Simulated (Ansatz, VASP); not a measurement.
MnZn: VASP beside Ansatz

INCAR

```
SYSTEM = MnZn
  ALGO = Normal
  EDIFF = 1E-7
  EDIFFG = -0.005
  ENCUT = 600
  GGA = CA
  IBRION = 2
  ISIF = 3
  ISMEAR = -1
  ISPIN = 2
  LASPH = .TRUE.
  LCHARG = .FALSE.
  LMAXMIX = 4
  LORBIT = 11
  LREAL = .FALSE.
  LWAVE = .FALSE.
  MAGMOM = 4 0
  NELM = 150
  NSW = 100
  PREC = Accurate
  SIGMA = 0.15
```

KPOINTS

```
k-points
0
G
  11 11 11
  0 0 0
```

Contents of POSCAR:

```
MnZn
1.0
    3.1103993697      0.0000000000      0.0000000000
    0.0000000000      3.1103993697      0.0000000000
    0.0000000000      0.0000000000      3.1103993697
Mn Zn
1 1
Direct
    0.0000000000      0.0000000000      0.0000000000
    0.5000000000      0.5000000000      0.5000000000
```

Input for Ansatz:

```yaml
crystal:
  lattice:
    - [3.1103993697, 0.0, 0.0]
    - [0.0, 3.1103993697, 0.0]
    - [0.0, 0.0, 3.1103993697]
  atoms:
    - { symbol: Mn, position: [0.0, 0.0, 0.0], spin: 4.0 }
    - { symbol: Zn, position: [0.5, 0.5, 0.5] }
magnetization:
  spin_polarized: true
kpoints:
  mp_grid: { grid: [11, 11, 11] }
scf:
  occupations: { method: fermi_dirac, width: 0.15 }
hamiltonian:
  xc: lda
  pseudopotentials: { kind: paw }
output:
  forces: true
  stress: true
  efg: { contact_densities: true }
relax:
  f_tol: 0.005
  max_steps: 80
  cell: {}
```

Alike in both runs: task relaxation of cell and atoms; functional LDA; k mesh 11 × 11 × 11; occupations fermi-dirac, width 0.15 eV; collinear spin.

|  | VASP | Ansatz |
| --- | --- | --- |
| version | VASP 6.6.1 | Ansatz 0.2.0 |
| potentials or method | VASP PAW LDA potentials, release 64 (Mn_pv, Zn) | PAW with Ansatz's default frozen-core files, scalar-relativistic |
| plane-wave cutoff (eV) | 600 | 420 |
| valence electrons in the cell | 25 | 27 |

```tsv
	VASP	Ansatz	Ansatz less VASP
net moment per atom (μB)	1.28	1.30	+0.026
relaxed volume (Å³/atom)	12.10	12.09	-0.016
relaxed cell length with the largest relative difference (Å)	2.893	2.892	-0.0012
```

LDA's correlation is that of Perdew and Zunger in VASP and of Perdew and Wang (1992) in Ansatz. VASP's potentials hold 25 valence electrons a cell and Ansatz's 27, so a difference there can come from the potentials and not from the codes.

Noted on VASP's run: the volume moved by over 15 % at a fixed basis, so the end points are rough.
